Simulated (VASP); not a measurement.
Set up this calculation in VASP 6.6.1, as the native input.

- Task: single point
- Functional: PBEsol
- Potentials or basis: VASP PAW PBE potentials, release 64 (Ta_pv)
- Cutoff: 520 eV
- k mesh: 10 × 10 × 10
- Occupations: methfessel-paxton, width 0.3 eV
- Spin: no spin polarisation
- Dipole correction: no
- Further INCAR settings: ALGO = Normal; EDIFF = 1e-07; NBANDS = 12

The structure of Ta lies in POSCAR:

```
Ta
1.0
   -1.6941894487      1.6941894487      1.6941894487
    1.6941894487     -1.6941894487      1.6941894487
    1.6941894487      1.6941894487     -1.6941894487
Ta
1
Direct
    0.0000000000      0.0000000000      0.0000000000
```

These files were run (other wordings do the same):

INCAR

```
  PREC = Accurate
  ENCUT = 520
  EDIFF = 1E-7
  ISMEAR = 1
  SIGMA = 0.3
  LREAL = F
  LASPH = T
  NELM = 80
  ALGO = Normal
  ISIF = 2
  LWAVE = F
  LCHARG = T
  GGA = PS
  LELF = T
  LVHAR = T
  NBANDS = 12
```

KPOINTS

```
regular mesh
0
Gamma
  10 10 10
```

Potentials or basis: VASP PAW PBE potentials, release 64 (Ta_pv).

Command:

```console
$ cat potpaw_PBE.64/Ta_pv/POTCAR > POTCAR
$ mpirun -np 1 vasp_std > vasp.out
```

It gave:

The pressure is -16.1 GPa.

Caveat: the PAW data sets were made with another functional, which shifts forces and pressure a little.

Run time: 6.9 s on 1 thread of Intel(R) Xeon(R) Platinum 8124M CPU @ 3.00GHz (Skylake/Cascade Lake) (shared host), peak memory 0.14 GiB.
